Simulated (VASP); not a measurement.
# CoSi (Pm-3m) in VASP: a series of runs

Aim: see how the results for CoSi move with the level of theory and the settings. Levels: PBE-based screened hybrid, PBEsol-based global hybrid, B3LYP, PBE0. Tasks: single point.

Everything below comes from runs of VASP 6.6.1. Logs are shortened: lines on timing, memory, paths and dates and some standing lists are left out, and cuts for length are marked.

## 1. The cell of the first run

It takes space group Pm-3m (No. 221, cubic). The conventional cell has a = 2.771 Å, b = 2.771 Å, c = 2.771 Å, α = 90.00°, β = 90.00°, γ = 90.00°. Co (site symmetry m-3m) has 8 Si at 2.40 Å and 6 Co at 2.77 Å within 3.2 Å. Within 3.2 Å of Si (site symmetry m-3m) lie 8 Co at 2.40 Å and 6 Si at 2.77 Å.

## 2. Single point, PBE-based screened hybrid, collinear spin, ferromagnetic start

Input file POSCAR:

```
CoSi
1.0
    2.7709618698      0.0000000000      0.0000000000
    0.0000000000      2.7709618698      0.0000000000
    0.0000000000      0.0000000000      2.7709618698
Co Si
1 1
Direct
    0.0000000000      0.0000000000      0.0000000000
    0.5000000000      0.5000000000      0.5000000000
```

Input file INCAR.step1:

```
PREC = Accurate ; ENCUT = 520
EDIFF = 1E-5 ; ISMEAR = -1
SIGMA = 0.05 ; LREAL = False
LASPH = True ; NELM = 150
ALGO = Normal ; ISIF = 2
LWAVE = True ; ISPIN = 2
MAGMOM = 2 0 ; LORBIT = 11
LMAXMIX = 4 ; NBANDS = 18
GGA = PE
```

Input file INCAR.step2:

```
PREC = Accurate ; ENCUT = 520
EDIFF = 1E-6 ; ISMEAR = -1
SIGMA = 0.05 ; LREAL = False
LASPH = True ; NELM = 150
ALGO = Normal ; ISIF = 2
LWAVE = False ; LCHARG = True
ISPIN = 2 ; MAGMOM = 2 0
LORBIT = 11 ; LMAXMIX = 4
GGA = PE ; LHFCALC = True
AEXX = 0.25 ; HFSCREEN = 0.3
PRECFOCK = Normal ; LELF = True
LVHAR = True ; NBANDS = 18
ISTART = 1
```

Input file KPOINTS:

```
Automatic mesh
0
Gamma
  5 5 5
```

Potentials or basis: VASP PAW PBE potentials, release 64 (Co, Si).

The run is started by

```sh
cat potpaw_PBE.64/Co/POTCAR potpaw_PBE.64/Si/POTCAR > POTCAR
cp INCAR.step1 INCAR
mpirun -np 1 vasp_std > vasp.out
cp INCAR.step2 INCAR
mpirun -np 1 vasp_std > vasp.out
```

OUTCAR:

```text
PREC = Accurate
   ENCUT = 520
   EDIFF = 1E-6
   ISMEAR = -1
   LREAL = False
   LASPH = True
   NELM = 150
   ISIF = 2
   ISPIN = 2
   LORBIT = 11
   GGA = PE
   LHFCALC = True
   AEXX = 0.25
   HFSCREEN = 0.3
   PRECFOCK = Normal
   ISTART = 1

 ion  position               nearest neighbor table
   1  0.000  0.000  0.000-   2 2.40   2 2.40   2 2.40   2 2.40   2 2.40   2 2.40   2 2.40   2 2.40

   2  0.500  0.500  0.500-   1 2.40   1 2.40   1 2.40   1 2.40   1 2.40   1 2.40   1 2.40   1 2.40

  LATTYP: Found a simple cubic cell.
 ALAT       =     2.7709618698

  Lattice vectors:

 A1 = (   2.7709618698,   0.0000000000,   0.0000000000)
 A2 = (   0.0000000000,   2.7709618698,   0.0000000000)
 A3 = (   0.0000000000,   0.0000000000,   2.7709618698)

Analysis of symmetry for initial positions (statically):
=====================================================================
 Subroutine PRICEL returns:
 Original cell was already a primitive cell.

 Routine SETGRP: Setting up the symmetry group for a
 simple cubic supercell.

 Subroutine GETGRP returns: Found 48 space group operations
 (whereof 48 operations were pure point group operations)
 out of a pool of 48 trial point group operations.

The static configuration has the point symmetry O_h .

Analysis of symmetry for dynamics (positions and initial velocities):
=====================================================================
 Subroutine PRICEL returns:
 Original cell was already a primitive cell.

 Routine SETGRP: Setting up the symmetry group for a
 simple cubic supercell.

 Subroutine GETGRP returns: Found 48 space group operations
 (whereof 48 operations were pure point group operations)
 out of a pool of 48 trial point group operations.

The dynamic configuration has the point symmetry O_h .

Analysis of structural, dynamic, and magnetic symmetry:
=====================================================================
 Subroutine PRICEL returns:
 Original cell was already a primitive cell.

 Routine SETGRP: Setting up the symmetry group for a
 simple cubic supercell.

 Subroutine GETGRP returns: Found 48 space group operations
 (whereof 48 operations were pure point group operations)
 out of a pool of 48 trial point group operations.

The overall configuration has the point symmetry O_h .

 Subroutine INISYM returns: Found 48 space group operations
 (whereof 48 operations are pure point group operations),
 and found     1 'primitive' translations

----------------------------------------------------------------------------------------

                                     Primitive cell

  volume of cell :      21.2761

  direct lattice vectors                    reciprocal lattice vectors
     2.770961870  0.000000000  0.000000000     0.360885514  0.000000000  0.000000000
     0.000000000  2.770961870  0.000000000     0.000000000  0.360885514  0.000000000
     0.000000000  0.000000000  2.770961870     0.000000000  0.000000000  0.360885514

  length of vectors
     2.770961870  2.770961870  2.770961870     0.360885514  0.360885514  0.360885514

  position of ions in fractional coordinates (direct lattice)
     0.000000000  0.000000000  0.000000000
     0.500000000  0.500000000  0.500000000

  ion indices of the primitive-cell ions
   primitive index   ion index
                 1           1
                 2           2

----------------------------------------------------------------------------------------

 KPOINTS: Automatic mesh

Automatic generation of k-mesh.
 Grid dimensions read from file:
 generate k-points for:    5    5    5

 Generating k-lattice:

  Cartesian coordinates                     Fractional coordinates (reciprocal lattice)
     0.072177103  0.000000000  0.000000000     0.200000000  0.000000000  0.000000000
     0.000000000  0.072177103  0.000000000     0.000000000  0.200000000  0.000000000
     0.000000000  0.000000000  0.072177103     0.000000000  0.000000000  0.200000000

  Length of vectors
     0.072177103  0.072177103  0.072177103

  Shift w.r.t. Gamma in fractional coordinates (k-lattice)
     0.000000000  0.000000000  0.000000000

 Subroutine IBZKPT returns following result:
 ===========================================

 Found     10 irreducible k-points:

 Following reciprocal coordinates:
            Coordinates               Weight
  0.000000  0.000000  0.000000      1.000000
  0.200000  0.000000  0.000000      6.000000
  0.400000  0.000000  0.000000      6.000000
  0.200000  0.200000  0.000000     12.000000
  0.400000  0.200000  0.000000     24.000000
  0.400000  0.400000  0.000000     12.000000
  0.200000  0.200000  0.200000      8.000000
  0.400000  0.200000  0.200000     24.000000
  0.400000  0.400000  0.200000     24.000000
  0.400000  0.400000  0.400000      8.000000
   k-points           NKPTS =     10   k-points in BZ     NKDIM =    125   number of bands    NBANDS=     18
   number of dos      NEDOS =    301   number of ions     NIONS =      2
   total plane-waves  NPLWV =  13824
   dimension x,y,z NGX =    24 NGY =   24 NGZ =   24
   dimension x,y,z NGXF=    48 NGYF=   48 NGZF=   48
   ions per type =               1   1
   NGX,Y,Z   is equivalent  to a cutoff of  14.40, 14.40, 14.40 a.u.
   NGXF,Y,Z  is equivalent  to a cutoff of  28.80, 28.80, 28.80 a.u.
 SYSTEM =  unknown system
   PREC   = accura    normal or accurate (medium, high low for compatibility)
   ISTART =      1    job   : 0-new  1-cont  2-samecut
   ICHARG =      0    charge: 1-file 2-atom 10-const
   ISPIN  =      2    spin polarized calculation?
   LNONCOLLINEAR =      F non collinear calculations
   LSORBIT =      F    spin-orbit coupling
   LASPH  =      T    aspherical Exc in radial PAW
   ENCUT  =  520.0 eV  38.22 Ry    6.18 a.u.   5.15  5.15  5.15*2*pi/ulx,y,z
   NELM   =    150;   NELMIN=  2; NELMDL=  0     # of ELM steps
   EDIFF  = 0.1E-05   stopping-criterion for ELM
   LREAL  =      F    real-space projection
   EDIFFG = 0.1E-04   stopping-criterion for IOM
   NSW    =      0    number of steps for IOM
   IBRION =     -1    ionic relax: 0-MD 1-quasi-New 2-CG
   NFREE  =      0    steps in history (QN), initial steepest desc. (CG)
   ISIF   =      2    stress and relaxation
   ISYM   =      3    0-nonsym 1-usesym 2-fastsym
   POTIM  = 0.5000    time-step for ionic-motion
   TEBEG  =    0.0;   TEEND  =   0.0 temperature during run
   PSTRESS=    0.0 pullay stress
   NELECT =      13.0000    total number of electrons
   NUPDOWN=      -1.0000    fix difference up-down
   EMIN   =  10.00;   EMAX   =-10.00  energy-range for DOS
   EFERMI =   0.00;   METHOD = LEGACY
   ISMEAR =    -1;   SIGMA  =   0.05  broadening in eV -4-tet -1-fermi 0-gaus
   EFERMI_NEDOS =   21; number of points for ismear=-14 and -15
   IALGO  =     38    algorithm
   IMIX   =      1    mixing-type and parameters
     AMIX     =   0.40;   BMIX     =  1.00
     AMIX_MAG =   1.60;   BMIX_MAG =  1.00
  volume/ion in A,a.u.               =      10.64        71.79
  Fermi-wavevector in a.u.,A,eV,Ry     =   1.389181  2.625171 26.256835  1.929823
  Thomas-Fermi vector in A             =   2.513236
   LORBIT       =     11    0 simple, 1 ext, 2 COOP (PROOUT), +10 PAW based schemes
   GGA     = PE    functional components
   LHFCALC =     T    Hartree Fock is set to
   PRECFOCK=normal    Normal, Fast or Accurate (Low or Medium for compatibility)
   ENCUT4O =  -1.0   cutoff for four orbital integrals eV
   NKREDX  =     1    reduce k-point grid by
   NKREDY  =     1    reduce k-point grid by
   NKREDZ  =     1    reduce k-point grid by
   AEXX    =    0.2500 exact exchange contribution
   HFSCREEN=    0.3000 screening length (either q_TF or 0.3 A-1)
   HFSCREENC=   0.3000 screening length for correlation (either q_TF or 0.3 A-1)
   ENCUTFOCK=  -1.0 apply spherical cutoff to Coloumb kernel
   IVDW    =     0    specifies the selected vdW correction
   LEPSILON=     F    determine dielectric tensor
   LRPA    =     F    only Hartree local field effects (RPA)
 spin polarized calculation
  energy-cutoff  :      520.00
  volume of cell :       21.28
 maximum number of plane-waves:       588
 NGX is ok and might be reduce to    24
  NGX = 16; NGY = 16; NGZ = 16

 number of electron      13.0000003 magnetization       0.8736826

 Free energy of the ion-electron system (eV)
  ---------------------------------------------------
  ext. energy  EPLUGINS =         0.00000000
  ---------------------------------------------------
  free energy    TOTEN  =       -15.55153011 eV

  energy without entropy =      -15.54975531  energy(sigma->0) =      -15.55064271

 E-fermi :  13.7058     XC(G=0): -10.7401

 val. band max:       12.8704942816   @ k =   0.4000   0.4000   0.4000
 cond. band min:      13.8660576532   @ k =   0.4000   0.4000   0.2000
 fundamental gap:      0.9955633716
 Fermi energy:        13.7058073209

 spin component 1

 k-point     1 :       0.0000    0.0000    0.0000
  band No.  band energies     occupation
      1      -2.8430      1.00000
      2       6.7105      1.00000
      3       6.7105      1.00000
      4       9.9204      1.00000
      5       9.9205      1.00000
      6       9.9205      1.00000
[... 186 lines left out ...]
      4       9.2087      1.00000
      5       9.2087      1.00000
      6      11.1902      1.00000
[... 10 lines left out ...]
     17      43.0550      0.00000
     18      43.2594      0.00000
 Fermi energy:        13.7058073209

 spin component 2

 k-point     1 :       0.0000    0.0000    0.0000
  band No.  band energies     occupation
      1      -2.9881      1.00000
      2       9.4055      1.00000
      3       9.4055      1.00000
      4      10.7687      1.00000
      5      10.7687      1.00000
      6      10.7689      1.00000
[... 187 lines left out ...]
      5      12.4164      1.00000
      6      12.4164      1.00000
[... 10 lines left out ...]
     17      42.9700      0.00000
     18      43.2809      0.00000

------------------------ aborting loop because EDIFF is reached ----------------------------------------

  FORCE on cell =-STRESS in cart. coord.  units (eV):
  Direction    XX          YY          ZZ          XY          YZ          ZX
  --------------------------------------------------------------------------------------
  -------------------------------------------------------------------------------------
  Total        0.0229486      0.0229486      0.0229486      0.0000000      0.0000000     -0.0000000
  in kB        1.7281221      1.7281221      1.7281221      0.0000000      0.0000000     -0.0000000
  external PRESSURE =       1.7281221 kB  Pullay stress =       0.0000000 kB

 VOLUME and BASIS-vectors are now :
 -----------------------------------------------------------------------------
  energy-cutoff  :      520.00
  volume of cell :       21.28
      direct lattice vectors                 reciprocal lattice vectors
     2.770961870  0.000000000  0.000000000     0.360885514  0.000000000  0.000000000
     0.000000000  2.770961870  0.000000000     0.000000000  0.360885514  0.000000000
     0.000000000  0.000000000  2.770961870     0.000000000  0.000000000  0.360885514

 POSITION                                       TOTAL-FORCE (eV/Angst)
 -----------------------------------------------------------------------------------
      0.00000      0.00000      0.00000         0.000000      0.000000      0.000000
      1.38548      1.38548      1.38548         0.000000      0.000000      0.000000
 -----------------------------------------------------------------------------------
    total drift:                                0.000000     -0.000000     -0.000000

  FREE ENERGIE OF THE ION-ELECTRON SYSTEM (eV)
  ---------------------------------------------------
  free  energy   TOTEN  =       -15.5515301083 eV

  energy  without entropy=      -15.5497553074  energy(sigma->0) =      -15.55064271

 total charge

# of ion       s       p       d       tot
------------------------------------------
    1        0.438   0.636   7.592   8.666
    2        0.743   0.868   0.000   1.611
--------------------------------------------------
tot          1.182   1.504   7.592  10.278

 magnetization (x)

# of ion       s       p       d       tot
------------------------------------------
    1       -0.006  -0.035   1.008   0.967
    2        0.001   0.018   0.000   0.019
--------------------------------------------------
tot         -0.004  -0.018   1.008   0.986
```

It took 18 min on 1 thread of Oxide Virtual Turin-like, shared host; peak memory 0.22 GiB.

What came out:

```yaml
Free_energy: -15.5515 eV
Pressure: 0.2 GPa
Net_moment: 0.87 μB per cell
Site_moments: Co +0.97; Si +0.02 μB
Valence_electrons_inside_the_program's_atomic_spheres: Co 8.67; Si 1.61
```

Caveat: the k points lie up to 0.45 Å⁻¹ apart; the PAW data sets were made with another functional, which shifts forces and pressure a little.

## 3. Single point, PBEsol-based global hybrid, collinear spin, ferromagnetic start

This run uses another cell than the first one, of 10.76 Å³/atom, 1.011 times its volume.

Input file POSCAR:

```
CoSi
1.0
    2.7813340000      0.0000000000      0.0000000000
    0.0000000000      2.7813340000      0.0000000000
    0.0000000000      0.0000000000      2.7813340000
Co Si
1 1
Direct
    0.0000000000      0.0000000000      0.0000000000
    0.5000000000      0.5000000000      0.5000000000
```

Input file INCAR.step1:

```
  PREC = Accurate
  ENCUT = 520
  EDIFF = 1E-5
  ISMEAR = -1
  SIGMA = 0.05
  LREAL = False
  LASPH = True
  NELM = 150
  ALGO = Normal
  ISIF = 2
  LWAVE = True
  ISPIN = 2
  MAGMOM = 2 0
  LORBIT = 11
  LMAXMIX = 4
  GGA = PE
  NBANDS = 18
```

Input file INCAR.step2:

```
  PREC = Accurate
  ENCUT = 520
  EDIFF = 1E-6
  ISMEAR = -1
  SIGMA = 0.05
  LREAL = False
  LASPH = True
  NELM = 150
  ALGO = Normal
  ISIF = 2
  LWAVE = False
  LCHARG = True
  ISPIN = 2
  MAGMOM = 2 0
  LORBIT = 11
  LMAXMIX = 4
  GGA = PS
  LHFCALC = True
  AEXX = 0.25
  PRECFOCK = Normal
  LELF = True
  LVHAR = True
  ISTART = 1
  NBANDS = 18
```

Input file KPOINTS:

```
regular mesh
0
Gamma
  5 5 5
```

Potentials or basis: VASP PAW PBE potentials, release 64 (Co, Si).

The run is started by

```sh
cat potpaw_PBE.64/Co/POTCAR potpaw_PBE.64/Si/POTCAR > POTCAR
cp INCAR.step1 INCAR
mpirun -np 1 vasp_std > vasp.out
cp INCAR.step2 INCAR
mpirun -np 1 vasp_std > vasp.out
```

It took 11 min on 1 thread of Oxide Virtual Turin-like, shared host; peak memory 0.13 GiB.

Results (log left out):

| Item | Value |
| --- | --- |
| Free energy | -18.3040 eV |
| Pressure | -8.4 GPa |
| Net moment | 0.87 μB per cell |
| Site moments | Co +0.97; Si +0.02 μB |
| Valence electrons inside the program's atomic spheres | Co 8.65; Si 1.60 |

Levels at points of the mesh, in eV from the Fermi level:
Spin up:
```tsv
k point	band 5	band 6	band 7	band 8	band 9	band 10
(0.00, 0.00, 0.00)	-4.68	-4.68	2.73	2.73	2.73	7.13
```
Spin down:
```csv
k point,band 2,band 3,band 4,band 5,band 6,band 7,band 8,band 9,band 10,band 11
"(0.00, 0.00, 0.00)",-5.16,-5.16,-3.78,-3.78,-3.78,2.73,2.73,2.73,8.40,8.40
```

Caveat: the k points lie up to 0.45 Å⁻¹ apart; the PAW data sets were made with another functional, which shifts forces and pressure a little.

## 4. Single point, B3LYP, collinear spin, ferromagnetic start

This run uses another cell than the first one, of 10.76 Å³/atom, 1.011 times its volume.

POSCAR is that of step 3.

Input file INCAR.step1:

```
SYSTEM = CoSi
ALGO     = Normal         ! electronic algorithm
EDIFF    = 1E-5           ! SCF threshold, eV
ENCUT    = 520            ! plane-wave cutoff, eV
GGA      = PE             ! functional
ISIF     = 2              ! what is computed and relaxed
ISMEAR   = -1             ! smearing method
ISPIN    = 2              ! spin polarisation
LASPH    = .True.         ! aspherical terms in the spheres
LCHARG   = .False.        ! write CHGCAR
LMAXMIX  = 4              ! l up to which the mixer works
LORBIT   = 11             ! projections on sites
LREAL    = .False.        ! projectors in reciprocal space
LWAVE    = .True.         ! write WAVECAR
MAGMOM   = 2 0            ! initial moments
NBANDS   = 18             ! bands
NELM     = 150            ! most SCF steps
PREC     = Accurate       ! precision mode
SIGMA    = 0.05           ! smearing width, eV
```

Input file INCAR.step2:

```
SYSTEM = CoSi
AEXX     = 0.2            ! exact-exchange fraction
AGGAC    = 0.81         
AGGAX    = 0.72         
ALDAC    = 0.19         
ALGO     = Normal         ! electronic algorithm
EDIFF    = 1E-6           ! SCF threshold, eV
ENCUT    = 520            ! plane-wave cutoff, eV
GGA      = B3             ! functional
ISIF     = 2              ! what is computed and relaxed
ISMEAR   = -1             ! smearing method
ISPIN    = 2              ! spin polarisation
ISTART   = 1            
LASPH    = .True.         ! aspherical terms in the spheres
LCHARG   = .False.        ! write CHGCAR
LHFCALC  = .True.         ! exact exchange
LMAXMIX  = 4              ! l up to which the mixer works
LORBIT   = 11             ! projections on sites
LREAL    = .False.        ! projectors in reciprocal space
LWAVE    = .False.        ! write WAVECAR
MAGMOM   = 2 0            ! initial moments
NBANDS   = 18             ! bands
NELM     = 150            ! most SCF steps
PREC     = Accurate       ! precision mode
PRECFOCK = Normal       
SIGMA    = 0.05           ! smearing width, eV
```

Input file KPOINTS:

```
k-points
0
Gamma
  5 5 5
  0 0 0
```

The run is started by

```sh
cat potpaw_PBE.64/Co/POTCAR potpaw_PBE.64/Si/POTCAR > POTCAR
cp INCAR.step1 INCAR
mpirun -np 1 vasp_std > vasp.out
cp INCAR.step2 INCAR
mpirun -np 1 vasp_std > vasp.out
```

It took 10 min on 1 thread of Oxide Virtual Turin-like, shared host; peak memory 0.13 GiB.

The run converged. Its results:

```
Free energy                                           : -14.5347 eV
Pressure                                              : 5.6 GPa
Net moment                                            : 0.87 μB per cell
Site moments                                          : Co +0.92; Si +0.03 μB
Valence electrons inside the program's atomic spheres : Co 8.65; Si 1.62
```

Levels at points of the mesh, in eV from the Fermi level:
Spin up:
| k point | band 3 | band 4 | band 5 | band 6 | band 7 | band 8 | band 9 | band 10 | band 11 | band 12 |
| --- | --- | --- | --- | --- | --- | --- | --- | --- | --- | --- |
| (0.00, 0.00, 0.00) | -7.21 | -4.19 | -4.19 | -4.19 | 2.62 | 2.62 | 2.62 | 7.25 | 7.25 | 12.11 |
Spin down:
```
           k point  band 3  band 4  band 5  band 6  band 7  band 8  band 9  band 10
(0.00, 0.00, 0.00)   -4.90   -3.44   -3.44   -3.44    2.68    2.68    2.68     8.32
```

Caveat: the k points lie up to 0.45 Å⁻¹ apart; the PAW data sets were made with another functional, which shifts forces and pressure a little.

[end of part 1 of 2]
